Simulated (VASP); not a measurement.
# GaB2As3 (Cmc2_1) in VASP: further runs

GaB2As3 is run at these levels: PBE; tasks: single point, relaxation of cell and atoms.

Everything below comes from runs of VASP 6.6.1. Logs are shortened: lines on timing, memory, paths and dates and some standing lists are left out, and cuts for length are marked.

## 1. The cell of the first run

Symmetry: Cmc2_1, No. 36, orthorhombic system. The conventional cell has a = 10.794 Å, b = 6.242 Å, c = 5.919 Å, α = 90.00°, β = 90.00°, γ = 90.00°. Within 3.2 Å of Ga (site symmetry m) lie 4 As at 2.43 to 2.45 Å. Within 2.8 Å of B (site symmetry 1) lie 4 As at 2.10 to 2.14 Å. As (site symmetry 1) has 3 B at 2.10 to 2.14 Å and 1 Ga at 2.45 Å within 2.8 Å. As (site symmetry m) has 2 B at 2.10 Å and 2 Ga at 2.43 to 2.45 Å within 2.8 Å.

## 2. Single point, PBE

Contents of INCAR:

```
SYSTEM = GaB2As3
PREC = Accurate ; ENCUT = 520
EDIFF = 1E-6 ; ISMEAR = 0
SIGMA = 0.1 ; LREAL = .False.
LASPH = .True. ; NELM = 80
ALGO = Normal ; ISIF = 2
LWAVE = .False. ; LCHARG = .False.
GGA = PE ; NBANDS = 46
```

Contents of KPOINTS:

```
regular mesh
0
Gamma
  3 3 4
  0 0 0
```

Contents of POSCAR:

```
GaB2As3
1.0
    5.3970918181     -3.1207672093      0.0000000000
    5.3970918181      3.1207672093      0.0000000000
    0.0000000000      0.0000000000      5.9194821550
Ga B As
2 4 6
Direct
    0.8306357239      0.1693642761      0.5002545675
    0.1693642761      0.8306357239      1.0002545675
    0.1718489325      0.4831695314      0.4983920977
    0.5168304686      0.8281510675      0.4983920977
    0.4831695314      0.1718489325      0.9983920977
    0.8281510675      0.5168304686      0.9983920977
    0.1604270175      0.4657832687      0.8582766755
    0.7860909683      0.2139090317      0.9084078561
    0.5342167313      0.8395729825      0.8582766755
    0.4657832687      0.1604270175      0.3582766755
    0.2139090317      0.7860909683      0.4084078561
    0.8395729825      0.5342167313      0.3582766755
```

Potentials or basis: VASP PAW PBE potentials, release 64 (Ga_d, B, As).

Run with:

```bash
cat potpaw_PBE.64/Ga_d/POTCAR potpaw_PBE.64/B/POTCAR potpaw_PBE.64/As/POTCAR > POTCAR
mpirun -np 1 vasp_std > vasp.out
```

OUTCAR:

```text
SYSTEM = GaB2As3
   PREC = Accurate
   ENCUT = 520
   EDIFF = 1E-6
   ISMEAR = 0
   LREAL = .False.
   LASPH = .True.
   NELM = 80
   ISIF = 2
   GGA = PE

 ion  position               nearest neighbor table
   1  0.831  0.169  0.500-   8 2.43  10 2.45  12 2.45  11 2.45
   2  0.169  0.831  0.000-  11 2.43   9 2.45   7 2.45   8 2.45
   3  0.172  0.483  0.498-  11 2.10  10 2.10  12 2.10   7 2.14
   4  0.517  0.828  0.498-  11 2.10  12 2.10  10 2.10   9 2.14
   5  0.483  0.172  0.998-   8 2.10   7 2.10   9 2.10  10 2.14
   6  0.828  0.517  0.998-   8 2.10   9 2.10   7 2.10  12 2.14
   7  0.160  0.466  0.858-   5 2.10   6 2.10   3 2.14   2 2.45
   8  0.786  0.214  0.908-   5 2.10   6 2.10   1 2.43   2 2.45
   9  0.534  0.840  0.858-   6 2.10   5 2.10   4 2.14   2 2.45
  10  0.466  0.160  0.358-   3 2.10   4 2.10   5 2.14   1 2.45
  11  0.214  0.786  0.408-   3 2.10   4 2.10   2 2.43   1 2.45
  12  0.840  0.534  0.358-   4 2.10   3 2.10   6 2.14   1 2.45

  LATTYP: Found a base centered orthorhombic cell.
 ALAT       =     6.2415344186
 B/A-ratio  =     1.7294118581
 C/A-ratio  =     0.9484017484

  Lattice vectors:

 A1 = (  -5.3970918181,  -3.1207672093,   0.0000000000)
 A2 = (   5.3970918181,  -3.1207672093,   0.0000000000)
 A3 = (   0.0000000000,   0.0000000000,   5.9194821550)

Analysis of symmetry for initial positions (statically):
=====================================================================
 Subroutine PRICEL returns:
 Original cell was already a primitive cell.

 Routine SETGRP: Setting up the symmetry group for a
 base centered orthorhombic supercell.

 Subroutine GETGRP returns: Found  4 space group operations
 (whereof  2 operations were pure point group operations)
 out of a pool of  8 trial point group operations.

The static configuration has the point symmetry C_1h.
 The point group associated with its full space group is C_2v.

Analysis of symmetry for dynamics (positions and initial velocities):
=====================================================================
 Subroutine PRICEL returns:
 Original cell was already a primitive cell.

 Routine SETGRP: Setting up the symmetry group for a
 base centered orthorhombic supercell.

 Subroutine GETGRP returns: Found  4 space group operations
 (whereof  2 operations were pure point group operations)
 out of a pool of  8 trial point group operations.

The dynamic configuration has the point symmetry C_1h.
 The point group associated with its full space group is C_2v.

 Subroutine INISYM returns: Found  4 space group operations
 (whereof  2 operations are pure point group operations),
 and found     1 'primitive' translations

[... 117 lines left out ...]
   EFERMI_NEDOS =   21; number of points for ismear=-14 and -15
   IALGO  =     38    algorithm
   IMIX   =      4    mixing-type and parameters
     AMIX     =   0.40;   BMIX     =  1.00
     AMIX_MAG =   1.60;   BMIX_MAG =  1.00
  volume/ion in A,a.u.               =      16.62       112.14
  Fermi-wavevector in a.u.,A,eV,Ry     =   1.143755  2.161383 17.798794  1.308174
  Thomas-Fermi vector in A             =   2.280449
   LORBIT       =      0    0 simple, 1 ext, 2 COOP (PROOUT), +10 PAW based schemes
   GGA     = PE    functional components
   LHFCALC =     F    Hartree Fock is set to
   AEXX    =    0.0000 exact exchange contribution
   IVDW    =     0    specifies the selected vdW correction
   LEPSILON=     F    determine dielectric tensor
   LRPA    =     F    only Hartree local field effects (RPA)
 non-spin polarized calculation
 Gauss-broadening in eV      SIGMA  =   0.10
  energy-cutoff  :      520.00
  volume of cell :      199.40
 maximum number of plane-waves:      5414
 NGX is ok and might be reduce to    48
   NGX = 23   NGY = 23   NGZ = 23

 number of electron      67.9999994 magnetization

 Free energy of the ion-electron system (eV)
  ---------------------------------------------------
  ext. energy  EPLUGINS =         0.00000000
  ---------------------------------------------------
  free energy    TOTEN  =       -60.99650340 eV

  energy without entropy =      -60.99650340  energy(sigma->0) =      -60.99650340

 E-fermi :   5.7793     XC(G=0): -10.2086

 val. band max:        5.3554934743   @ k =   0.0000   0.0000   0.0000
 cond. band min:       6.4082893475   @ k =  -0.3333   0.3333   0.0000
 fundamental gap:      1.0527958732
 Fermi energy:         5.7793348792

 k-point     1 :       0.0000    0.0000    0.0000
  band No.  band energies     occupation
      1      -9.7884      2.00000
      2      -9.7537      2.00000
      3      -9.7198      2.00000
      4      -9.7192      2.00000
      5      -9.7030      2.00000
      6      -9.6694      2.00000
[... 577 lines left out ...]
     45       9.2351      0.00000
     46       9.2351      0.00000

------------------------ aborting loop because EDIFF is reached ----------------------------------------

  FORCE on cell =-STRESS in cart. coord.  units (eV):
  Direction    XX          YY          ZZ          XY          YZ          ZX
  --------------------------------------------------------------------------------------
  -------------------------------------------------------------------------------------
  Total        0.4669507      0.2982867      0.3056832      0.0000000      0.0000000      0.0000000
  in kB        3.7518609      2.3966775      2.4561070      0.0000000      0.0000000      0.0000000
  external PRESSURE =       2.8682151 kB  Pullay stress =       0.0000000 kB

 VOLUME and BASIS-vectors are now :
 -----------------------------------------------------------------------------
  energy-cutoff  :      520.00
  volume of cell :      199.40
      direct lattice vectors                 reciprocal lattice vectors
     5.397091818 -3.120767209  0.000000000     0.092642485 -0.160217013  0.000000000
     5.397091818  3.120767209  0.000000000     0.092642485  0.160217013  0.000000000
     0.000000000  0.000000000  5.919482155     0.000000000  0.000000000  0.168933696

 POSITION                                       TOTAL-FORCE (eV/Angst)
 -----------------------------------------------------------------------------------
      5.39709     -2.06367      2.96125         0.000000      0.000294     -0.005924
      5.39709      2.06367      0.00151         0.000000     -0.000294     -0.005924
      3.53519      0.97156      2.95022        -0.002011     -0.002252      0.008099
      7.25899      0.97156      2.95022         0.002011     -0.002252      0.008099
      3.53519     -0.97156      5.90996        -0.002011      0.002252      0.008099
      7.25899     -0.97156      5.90996         0.002011      0.002252      0.008099
      3.37971      0.95295      5.08055         0.001145      0.001607     -0.003693
      5.39709     -1.78565      5.37730         0.000000     -0.014933     -0.002887
      7.41447      0.95295      5.08055        -0.001145      0.001607     -0.003693
      3.37971     -0.95295      2.12081         0.001145     -0.001607     -0.003693
      5.39709      1.78565      2.41756         0.000000      0.014933     -0.002887
      7.41447     -0.95295      2.12081        -0.001145     -0.001607     -0.003693
 -----------------------------------------------------------------------------------
    total drift:                                0.000000      0.000000      0.002537

  FREE ENERGIE OF THE ION-ELECTRON SYSTEM (eV)
  ---------------------------------------------------
  free  energy   TOTEN  =       -60.9965034010 eV

  energy  without entropy=      -60.9965034009  energy(sigma->0) =      -60.99650340
```

OSZICAR:

```text
N       E                     dE             d eps       ncg     rms          rms(c)
DAV:   1     0.532447235661E+03    0.53245E+03   -0.28324E+04  1208   0.169E+03
DAV:   2     0.241745695093E+02   -0.50827E+03   -0.47816E+03  1208   0.477E+02
DAV:   3    -0.585127590944E+02   -0.82687E+02   -0.80264E+02  1288   0.140E+02
DAV:   4    -0.631157431716E+02   -0.46030E+01   -0.45482E+01  1448   0.341E+01
DAV:   5    -0.632481902887E+02   -0.13245E+00   -0.13182E+00  1426   0.540E+00    0.979E+00
DAV:   6    -0.611575050699E+02    0.20907E+01   -0.45406E+00  1612   0.155E+01    0.491E+00
DAV:   7    -0.610195515239E+02    0.13795E+00   -0.13867E+00  1386   0.399E+00    0.217E+00
DAV:   8    -0.609954728806E+02    0.24079E-01   -0.13608E-01  1448   0.223E+00    0.387E-01
DAV:   9    -0.609956131400E+02   -0.14026E-03   -0.20068E-02  1466   0.102E+00    0.127E-01
DAV:  10    -0.609963745491E+02   -0.76141E-03   -0.38665E-03  1268   0.282E-01    0.492E-02
DAV:  11    -0.609964714745E+02   -0.96925E-04   -0.29807E-04  1458   0.101E-01    0.293E-02
DAV:  12    -0.609964886801E+02   -0.17206E-04   -0.56173E-05  1426   0.316E-02    0.105E-02
DAV:  13    -0.609965026319E+02   -0.13952E-04   -0.17925E-05  1156   0.166E-02    0.226E-03
DAV:  14    -0.609965034010E+02   -0.76904E-06   -0.75511E-07   996   0.404E-03
   1 F= -.60996503E+02 E0= -.60996503E+02  d E =-.250205E-10
```

stdout:

```text
POSCAR found type information on POSCAR GaB As
 POSCAR found :  3 types and      12 ions
 scaLAPACK will be used
 LDA part: xc-table for (Slater+PW92), standard interpolation
 POSCAR, INCAR and KPOINTS ok, starting setup
 FFT: planning ... GRIDC
 FFT: planning ... GRID_SOFT
 FFT: planning ... GRID
 WAVECAR not read
 entering main loop
```

Run time: 88 s. Hardware: 1 thread of Intel Xeon 6975P-C (Granite Rapids), shared host; peak memory 0.36 GiB.

What came out:

* Free energy: -60.9965 eV
* Pressure: 0.3 GPa
* Largest force: 0.015 eV/Å
* Band gap on the k mesh: 1.05 eV, indirect (least direct gap 1.18 eV)

Forces in eV/Å, atoms in the order of the input:
```
Ga   0.000  0.000 -0.006
Ga   0.000  0.000 -0.006
B   -0.002 -0.002  0.008
B    0.002 -0.002  0.008
B   -0.002  0.002  0.008
B    0.002  0.002  0.008
As   0.001  0.002 -0.004
As   0.000 -0.015 -0.003
As  -0.001  0.002 -0.004
As   0.001 -0.002 -0.004
As   0.000  0.015 -0.003
As  -0.001 -0.002 -0.004
```

A k mesh can miss the band edges. A hybrid or GW would open this gap; PBE tends to underestimate it.

## 3. Single point, PBE

This run uses another cell than the first one, of 17.60 Å³/atom, 1.059 times its volume.

Contents of INCAR:

```
ALGO = Normal
EDIFF = 1E-6
ENCUT = 520
GGA = PE
ISIF = 2
ISMEAR = 0
LASPH = True
LCHARG = True
LELF = True
LREAL = False
LVHAR = True
LWAVE = False
NBANDS = 46
NELM = 100
PREC = Accurate
SIGMA = 0.1
```

Contents of KPOINTS:

```
k-points
0
Gamma
  3 3 4
```

Contents of POSCAR:

```
GaB2As3
1.0
    5.4997701500     -3.1752937800      0.0000000000
    5.4997701500      3.1752937800      0.0000000000
    0.0000000000      0.0000000000      6.0467037400
Ga B As
2 4 6
Direct
    0.8333333300      0.1666666700      0.4999840900
    0.1666666700      0.8333333300      0.9999840900
    0.1666666700      0.5000000000      0.4999840900
    0.5000000000      0.8333333300      0.4999840900
    0.5000000000      0.1666666700      0.9999840900
    0.8333333300      0.5000000000      0.9999840900
    0.1666666700      0.5000000000      0.8740159000
    0.8333333300      0.1666666700      0.8740159000
    0.5000000000      0.8333333300      0.8740159000
    0.5000000000      0.1666666700      0.3740159000
    0.1666666700      0.8333333300      0.3740159000
    0.8333333300      0.5000000000      0.3740159000
```

Potentials or basis: VASP PAW PBE potentials, release 64 (Ga_d, B, As).

Run with:

```bash
cat potpaw_PBE.64/Ga_d/POTCAR potpaw_PBE.64/B/POTCAR potpaw_PBE.64/As/POTCAR > POTCAR
mpirun -np 1 vasp_std > vasp.out
```

Run time: 89 s. Hardware: 1 thread of Intel Xeon 6975P-C (Granite Rapids), shared host; peak memory 0.37 GiB.

The run converged. Its results:

```yaml
Free_energy: -57.7589 eV
Pressure: -0.5 GPa
Largest_force: 4.171 eV/Å
Band_gap_on_the_k_mesh: 0.98 eV, indirect (least direct gap 1.04 eV)
```

Forces in eV/Å, atoms in the order of the input:
```
Ga   0.000  0.063  0.206
Ga   0.000 -0.063  0.206
B   -0.067 -0.026 -0.111
B    0.067 -0.026 -0.111
B   -0.067  0.026 -0.111
B    0.067  0.026 -0.111
As  -3.029 -1.746 -1.149
As   0.000  3.471  2.313
As   3.029 -1.746 -1.149
As  -3.029  1.746 -1.149
As   0.000 -3.471  2.313
As   3.029  1.746 -1.149
```

Stress tensor (GPa, compression positive):
```
-0.56  0.00  0.00
 0.00 -0.70  0.00
 0.00  0.00 -0.11
```

Levels at points of the mesh, in eV from the valence-band top:
```
           k point  band 31  band 32  band 33  band 34  band 35  band 36  band 37  band 38
(0.00, 0.00, 0.00)    -1.69    -0.28    -0.01     0.00     1.04     1.80     1.81     1.92
(0.00, 0.00, 0.50)    -1.02    -1.02    -1.02    -1.02     1.67     1.67     1.93     1.93
```

Caveat: forces of over 1 eV/Å act on the atoms, so gaps and moduli don't describe the material at rest.

## 4. Relaxation of cell and atoms, PBE

This run uses another cell than the first one, of 17.60 Å³/atom, 1.059 times its volume.

Contents of INCAR:

```
PREC     = Accurate       # precision mode
ENCUT    = 600            # plane-wave cutoff, eV
EDIFF    = 1E-7           # SCF threshold, eV
ISMEAR   = 0              # smearing method
SIGMA    = 0.1            # smearing width, eV
LREAL    = F              # projectors in reciprocal space
LASPH    = T              # aspherical terms in the spheres
NELM     = 80             # most SCF steps
ALGO     = Normal         # electronic algorithm
ISIF     = 3              # what is computed and relaxed
LWAVE    = F              # write WAVECAR
LCHARG   = F              # write CHGCAR
GGA      = PE             # functional
IBRION   = 2              # ionic algorithm
NSW      = 90             # ionic steps
EDIFFG   = -0.04          # ionic threshold
```

Contents of KPOINTS:

```
Automatic mesh
0
Gamma
  3 3 4
```

POSCAR is that of step 3.

Run with:

```bash
cat potpaw_PBE.64/Ga_d/POTCAR potpaw_PBE.64/B/POTCAR potpaw_PBE.64/As/POTCAR > POTCAR
mpirun -np 1 vasp_std > vasp.out
```

Run time: 15 min. Hardware: 1 thread of Intel Xeon 6975P-C (Granite Rapids), shared host; peak memory 0.48 GiB.

It converged, with:

| Item | Value |
| --- | --- |
| Free energy | -61.0013 eV |
| Relaxed volume | 16.66 Å³/atom |
| Relaxed cell | a = 6.242 Å, b = 6.242 Å, c = 5.923 Å, α = 90.00°, β = 90.00°, γ = 60.05° |
| Space group after relaxing (to 0.05 Å) | Cmc2_1 (No. 36) |
| Energy gained by relaxing | 270.0 meV/atom |
| Ionic steps | 14 |
| Pressure after relaxing | 0.0 GPa |
| Largest force after relaxing | 0.040 eV/Å |
| Band gap on the k mesh | 1.05 eV, indirect (least direct gap 1.16 eV) |

Forces on the atoms (eV/Å):
```
Ga   0.000 -0.031  0.003
Ga   0.000  0.031  0.003
B   -0.013 -0.013  0.007
B    0.013 -0.013  0.007
B   -0.013  0.013  0.007
B    0.013  0.013  0.007
As   0.001 -0.010  0.010
As   0.000  0.014 -0.038
As  -0.001 -0.010  0.010
As   0.001  0.010  0.010
As   0.000 -0.014 -0.038
As  -0.001  0.010  0.010
```

The path:
| step | energy change (eV) | largest force (eV/Å) | pressure (GPa) | volume (Å³) |
| --- | --- | --- | --- | --- |
| 1 | 0.0000 | 4.1717 | -0.47 | 211.19 |
| 2 | -2.6704 | 1.5206 | -3.59 | 209.60 |
| 3 | -2.9677 | 0.7292 | -3.79 | 208.76 |
| 4 | -3.1487 | 0.4288 | 2.72 | 195.09 |
| 5 | -3.1662 | 0.5030 | 1.07 | 198.07 |
| 6 | -3.2257 | 0.1274 | 0.26 | 199.47 |
| 7 | -3.2285 | 0.0962 | 0.06 | 199.85 |
| 8 | -3.2324 | 0.0965 | -0.08 | 200.15 |
| 9 | -3.2324 | 0.1018 | -0.09 | 200.18 |
| 10 | -3.2359 | 0.0653 | -0.05 | 200.09 |
| 11 | -3.2377 | 0.0954 | 0.01 | 199.97 |
| 12 | -3.2395 | 0.0432 | 0.01 | 199.95 |
| 13 | -3.2397 | 0.0564 | 0.01 | 199.94 |
| 14 | -3.2404 | 0.0400 | 0.00 | 199.97 |

Final structure:
```yaml
crystal:
  lattice:
    - [5.40470, -3.12327, 0.00000]
    - [5.40470, 3.12327, 0.00000]
    - [0.00000, 0.00000, 5.92326]
  atoms:
    - { symbol: Ga, position: [0.82859, 0.17141, 0.50066] }
    - { symbol: Ga, position: [0.17141, 0.82859, 0.00066] }
    - { symbol: B, position: [0.17118, 0.48414, 0.49810] }
    - { symbol: B, position: [0.51586, 0.82882, 0.49810] }
    - { symbol: B, position: [0.48414, 0.17118, 0.99810] }
    - { symbol: B, position: [0.82882, 0.51586, 0.99810] }
    - { symbol: As, position: [0.16098, 0.46511, 0.85793] }
    - { symbol: As, position: [0.78781, 0.21219, 0.90927] }
    - { symbol: As, position: [0.53489, 0.83902, 0.85793] }
    - { symbol: As, position: [0.46511, 0.16098, 0.35793] }
    - { symbol: As, position: [0.21219, 0.78781, 0.40927] }
    - { symbol: As, position: [0.83902, 0.53489, 0.35793] }
```

Levels at points of the mesh, in eV from the valence-band top:
```tsv
k point	band 31	band 32	band 33	band 34	band 35	band 36	band 37	band 38
(0.00, 0.00, 0.00)	-1.60	-0.28	-0.03	0.00	1.16	1.69	1.75	2.46
(0.00, 0.00, 0.50)	-1.00	-1.00	-0.99	-0.99	2.02	2.02	2.05	2.05
```

A k mesh can miss the band edges. PBE gaps usually lie below the measured ones, often by a third to a half.

## 5. The runs side by side

```csv
task,cell,cutoff (eV),gap on the mesh (eV),pressure (GPa),largest force (eV/Å)
single point,"a = 6.234, b = 6.234, c = 5.919 Å, angles 90.0, 90.0, 60.1°, 12 atoms",520,1.05,0.3,0.02
single point,"a = 6.351, b = 6.351, c = 6.047 Å, angles 90.0, 90.0, 60.0°, 12 atoms",520,0.98,-0.5,4.17
relaxation of cell and atoms,"relaxed from a = 6.351, b = 6.351, c = 6.047 Å, angles 90.0, 90.0, 60.0°, 12 atoms",600,1.05,0.0,0.04
```

Alike in all rows: level PBE; potentials or basis VASP PAW PBE potentials, release 64 (Ga_d, B, As); no spin polarisation; k mesh 3 × 3 × 4; smearing gaussian 0.1 eV.

Caveats: forces of over 1 eV/Å act on the atoms, so gaps and moduli don't describe the material at rest (some runs).

Absolute energies hang on the potentials; compare differences alone.
